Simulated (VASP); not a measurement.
# Sr (Fm-3m) in VASP: notebook, part 2 of 2

VASP 6.6.1. The steps go on from the part before.

### 4 Relaxation of cell and atoms, PBEsol, target pressure 5 GPa, at which the enthalpy is minimised

This run uses another cell than the first one, of 56.32 Å³/atom, 1.235 times its volume.

INCAR

```
SYSTEM = Sr
PREC = Accurate ; ENCUT = 600
EDIFF = 1E-6 ; ISMEAR = -1
SIGMA = 0.05 ; LREAL = .FALSE.
LASPH = .TRUE. ; NELM = 80
ALGO = Normal ; ISIF = 3
LWAVE = .FALSE. ; LCHARG = .FALSE.
GGA = PS ; IBRION = 2
NSW = 60 ; EDIFFG = -0.01
PSTRESS = 50.0
```

KPOINTS

```
regular mesh
0
G
  8 8 8
  0 0 0
```

POSCAR

```
Sr
1.0
    0.0000000000      3.0423500000      3.0423500000
    3.0423500000      0.0000000000      3.0423500000
    3.0423500000      3.0423500000      0.0000000000
Sr
1
Direct
    0.0000000000      0.0000000000      0.0000000000
```

Potentials or basis: VASP PAW PBE potentials, release 64 (Sr_sv).

Run with:

```
$ cat potpaw_PBE.64/Sr_sv/POTCAR > POTCAR
$ mpirun -np 1 vasp_std > vasp.out
```

OUTCAR:

```text
SYSTEM = Sr
   PREC = Accurate
   ENCUT = 600
   EDIFF = 1E-6
   ISMEAR = -1
   LREAL = .FALSE.
   LASPH = .TRUE.
   NELM = 80
   ISIF = 3
   GGA = PS
   IBRION = 2
   NSW = 60
   EDIFFG = -0.01
   PSTRESS = 50.0

 ion  position               nearest neighbor table
   1  0.000  0.000  0.000-

  LATTYP: Found a face centered cubic cell.
 ALAT       =     6.0847000000

  Lattice vectors:

 A1 = (   0.0000000000,   3.0423500000,   3.0423500000)
 A2 = (   3.0423500000,   0.0000000000,   3.0423500000)
 A3 = (   3.0423500000,   3.0423500000,   0.0000000000)

Analysis of symmetry for initial positions (statically):
=====================================================================
 Subroutine PRICEL returns:
 Original cell was already a primitive cell.
[... 323 lines left out ...]
  free energy    TOTEN  =        -1.69634085 eV

  energy without entropy =       -1.69300135  energy(sigma->0) =       -1.69467110

 E-fermi :   2.6542     XC(G=0):  -8.4846

 val. band max:        2.5383162528   @ k =  -0.2500   0.5000   0.2500
 cond. band min:       2.6699409080   @ k =   0.5000   0.5000   0.0000
 fundamental gap:      0.1316246552
 Fermi energy:         2.6541671879

 k-point     1 :       0.0000    0.0000    0.0000
  band No.  band energies     occupation
      1     -33.2899      2.00000
      2     -15.0680      2.00000
      3     -15.0680      2.00000
      4     -15.0680      2.00000
      5      -1.3964      2.00000
      6       5.3439      0.00000
      7       5.3439      0.00000
      8       5.3439      0.00000
      9       7.4082      0.00000
[... 265 lines left out ...]
 k-point    24 :      -0.3750    0.2500    0.1250
  band No.  band energies     occupation
      1     -33.2206      2.00000
      2     -15.5659      2.00000
      3     -15.2948      2.00000
      4     -15.1896      2.00000
      5       2.2499      1.99938
      6       2.9473      0.00567
      7       4.1737      0.00000
      8       5.8442      0.00000
      9       8.2979      0.00000

 [... further k-points ...]
[... 5 lines left out ...]
  --------------------------------------------------------------------------------------
  -------------------------------------------------------------------------------------
  Total        1.2480431      1.2480431      1.2480431      0.0000000      0.0000000     -0.0000000
  in kB       49.8560197     49.8560197     49.8560197      0.0000000      0.0000000     -0.0000000
  external PRESSURE =      -0.1439803 kB  Pullay stress =      50.0000000 kB
[... 20 lines left out ...]
  energy  without entropy=       -1.6930013473  energy(sigma->0) =       -1.69467110

  enthalpy is  TOTEN    =        -0.4446934702 eV   P V=        1.2516473820

 reached required accuracy - stopping structural energy minimisation
```

OSZICAR:

```text
N       E                     dE             d eps       ncg     rms          rms(c)
DAV:   1     0.389763997134E+02    0.38976E+02   -0.51228E+03   522   0.107E+03
DAV:   2     0.740314380708E-01   -0.38902E+02   -0.38519E+02   577   0.170E+02
DAV:   3    -0.178414006115E+01   -0.18582E+01   -0.18473E+01   775   0.305E+01
[... 41 lines left out ...]
DAV:   2    -0.169658919282E+01    0.13128E-02   -0.28250E-03   720   0.489E-01    0.105E-01
DAV:   3    -0.169626560162E+01    0.32359E-03   -0.15765E-03   774   0.259E-01    0.109E-01
DAV:   4    -0.169631919570E+01   -0.53594E-04   -0.41549E-05   813   0.520E-02    0.482E-02
DAV:   5    -0.169634126331E+01   -0.22068E-04   -0.12395E-04   760   0.705E-02    0.855E-03
DAV:   6    -0.169634085220E+01    0.41111E-06   -0.62765E-07   348   0.838E-03
   5 F= -.44469347E+00 E0= -.44302372E+00  d E =-.651106E-04
```

CONTCAR:

```text
Sr
   1.00000000000000
     0.0000000000000000    2.7168408123181815    2.7168408123181811
     2.7168408123181811    0.0000000000000000    2.7168408123181811
     2.7168408123181811    2.7168408123181815   -0.0000000000000000
  Sr
     1
Direct
     0.0000000000000000    0.0000000000000000    0.0000000000000000

  0.00000000E+00  0.00000000E+00  0.00000000E+00
```

Wall time 26 s (1 thread of Intel Xeon 6975P-C (Granite Rapids), shared host); peak memory 0.22 GiB.

What came out:

```
Free energy                                            : -1.6963 eV
Relaxed volume                                         : 40.11 Å³/atom
Relaxed cell                                           : a = 3.842 Å, b = 3.842 Å, c = 3.842 Å, α = 60.00°, β = 60.00°, γ = 60.00°
Space group after relaxing (to 0.05 Å)                 : Fm-3m (No. 225)
Energy change on relaxing (the enthalpy is what falls) : +139.4 meV/atom
Ionic steps                                            : 5
Pressure after relaxing                                : 5.0 GPa
Band gap on the k mesh                                 : 0.13 eV, indirect (least direct gap 0.55 eV)
```

The path:
| step | energy change (eV) | largest force (eV/Å) | pressure (GPa) | volume (Å³) |
| --- | --- | --- | --- | --- |
| 1 | 0.0000 | 0.0000 | -0.89 | 56.32 |
| 2 | 0.1114 | 0.0000 | 4.37 | 41.07 |
| 3 | 0.1363 | 0.0000 | 4.93 | 40.21 |
| 4 | 0.1453 | 0.0000 | 5.13 | 39.92 |
| 5 | 0.1394 | 0.0000 | 4.99 | 40.11 |

Final structure:
```xyz
1
Lattice="0.0000 2.7168 2.7168 2.7168 0.0000 2.7168 2.7168 2.7168 0.0000" Properties=species:S:1:pos:R:3 pbc="T T T"
Sr    0.0000    0.0000    0.0000
```

Caveat: the cell is relaxed towards a set pressure, so the enthalpy falls and the energy may rise; the volume moved by over 15 % at a fixed basis, so the end points are rough; the PAW data sets were made with another functional, which shifts forces and pressure a little.

### 5 Overview

| task | cell | cutoff (eV) | gap on the mesh (eV) | pressure (GPa) |
| --- | --- | --- | --- | --- |
| single point | a = 4.010 Å, angles 60.0°, 1 atom | 520 | 0.20 | 2.0 |
| relaxation of cell and atoms | relaxed to 2 GPa from a = 4.303 Å, angles 60.0°, 1 atom | 600 | 0.20 | 2.0 |
| relaxation of cell and atoms | relaxed to 5 GPa from a = 4.303 Å, angles 60.0°, 1 atom | 600 | 0.13 | 5.0 |

Alike in all rows: level PBEsol; potentials or basis VASP PAW PBE potentials, release 64 (Sr_sv); no spin polarisation; k mesh 8 × 8 × 8; smearing fermi-dirac 0.05 eV.

Caveats: the PAW data sets were made with another functional, which shifts forces and pressure a little; the cell is relaxed towards a set pressure, so the enthalpy falls and the energy may rise (some runs); the volume moved by over 15 % at a fixed basis, so the end points are rough (some runs).

Absolute energies hang on the potentials; compare differences alone.
